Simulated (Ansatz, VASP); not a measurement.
One calculation of MnSb, two programs

File INCAR:

```
SYSTEM = MnSb
  PREC = Accurate
  ENCUT = 520
  EDIFF = 1E-6
  ISMEAR = -1
  SIGMA = 0.1
  LREAL = .False.
  LASPH = .True.
  NELM = 150
  ALGO = Normal
  ISIF = 2
  LWAVE = .False.
  LCHARG = .True.
  LNONCOLLINEAR = .True.
  MAGMOM = 0 0 4 0 0 4 0 0 0 0 0 0
  LORBIT = 11
  LSORBIT = .True.
  GGA_COMPAT = .False.
  LORBMOM = .True.
  LMAXMIX = 4
  GGA = PE
  LVHAR = .True.
  NBANDS = 50
  LUSENCCL = .False.
```

KPOINTS

```
Automatic mesh
0
Gamma
  6 6 4
  0 0 0
```

Contents of POSCAR:

```
MnSb
1.0
    4.1300000000      0.0000000000      0.0000000000
   -2.0650000000      3.5766849176      0.0000000000
    0.0000000000      0.0000000000      5.7900000000
Mn Sb
2 2
Direct
    0.0000000000      0.0000000000      0.0000000000
    0.0000000000      0.0000000000      0.5000000000
    0.3333333333      0.6666666667      0.2500000000
    0.6666666667      0.3333333333      0.7500000000
```

Input for Ansatz:

```yaml
crystal:
  lattice:
    - [4.13, 0, 0]
    - [-2.065, 3.57668491763, 0]
    - [0, 0, 5.79]
  atoms:
    - { symbol: Mn, position: [0, 0, 0], spin: 4, spin_axis: [0, 0, 1] }
    - { symbol: Mn, position: [0, 0, 0.5], spin: 4, spin_axis: [0, 0, 1] }
    - { symbol: Sb, position: [0.333333333333, 0.666666666667, 0.25] }
    - { symbol: Sb, position: [0.666666666667, 0.333333333333, 0.75] }
kpoints:
  mp_grid: { grid: [6, 6, 4] }
hamiltonian:
  xc: pbe
  pseudopotentials:
    kind: all_electron
    nuclear_model: point
    lapw: { basis_error: "0.25 meV" }
scf:
  occupations: { method: fermi_dirac, width: 0.1 }
  convergence: { dr2_threshold: "1e-9 eV" }
  max_iter: 300
output:
  forces: true
  stress: true
magnetization:
  noncollinear: true
  spin_orbit: true
```

Alike in both runs: task single point; functional PBE; k mesh 6 × 6 × 4; occupations fermi-dirac, width 0.1 eV; non-collinear spin, spin-orbit coupling.

```csv
,VASP,Ansatz
version,VASP 6.6.1,Ansatz 0.2.0 development build
potentials or method,"VASP PAW PBE potentials, release 64 (Mn_pv, Sb), cutoff 520 eV",all-electron LAPW
```

```tsv
	VASP	Ansatz	Ansatz less VASP
net moment per atom (μB)	1.67	1.67	+0.001
```

Ansatz ran all-electron here, and VASP with PAW potentials. Ansatz's warnings: stability check not made.
